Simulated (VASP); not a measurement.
Write the native input for VASP 6.6.1 that does the following.

* Task: relaxation of cell and atoms
* Functional: PBE
* Dispersion: D4
* Potentials or basis: VASP PAW PBE potentials, release 64 (Al, Ru_pv)
* Cutoff: 600 eV
* k mesh: 10 × 10 × 10
* Occupations: fermi-dirac, width 0.1 eV
* Spin: no spin polarisation
* Dipole correction: no
* Further INCAR settings: ALGO = Normal; EDIFF = 1e-06; IBRION = 2; EDIFFG = -0.05; NSW = 80; ISIF = 3

The structure of AlRu lies in POSCAR:

```
AlRu
1.0
    2.9916000000      0.0000000000      0.0000000000
    0.0000000000      2.9916000000      0.0000000000
    0.0000000000      0.0000000000      2.9916000000
Al Ru
1 1
Direct
    0.0000000000      0.0000000000      0.0000000000
    0.5000000000      0.5000000000      0.5000000000
```

The input as run:

INCAR

```
SYSTEM = AlRu
ALGO = Normal
EDIFF = 1E-6
EDIFFG = -0.05
ENCUT = 600
GGA = PE
IBRION = 2
ISIF = 3
ISMEAR = -1
IVDW = 13
LASPH = .TRUE.
LCHARG = .FALSE.
LREAL = .FALSE.
LWAVE = .FALSE.
NELM = 60
NSW = 80
PREC = Accurate
SIGMA = 0.1
```

KPOINTS

```
k-points
0
G
  10 10 10
  0 0 0
```

Potentials or basis: VASP PAW PBE potentials, release 64 (Al, Ru_pv).

Command:

```sh
$ cat potpaw_PBE.64/Al/POTCAR potpaw_PBE.64/Ru_pv/POTCAR > POTCAR
$ mpirun -np 1 vasp_std > vasp.out
```

Results of the run:

```yaml
Relaxed_volume: 13.21 Å³/atom
Relaxed_cell: a = 2.979 Å, b = 2.979 Å, c = 2.979 Å, α = 90.00°, β = 90.00°, γ = 90.00°
Space_group_after_relaxing_to_0.05_Å: Pm-3m (No. 221)
Energy_gained_by_relaxing: 1.5 meV/atom
Ionic_steps: 3
Pressure_after_relaxing: 0.0 GPa
Dispersion_energy_per_atom: -0.480 eV
```

Caveat: pairwise dispersion overbinds metals, which lowers pressure and volume.

It took 35 s on 1 thread of AMD EPYC 7R43 64-Core Processor (Zen 3) (shared host), peak memory 0.13 GiB.
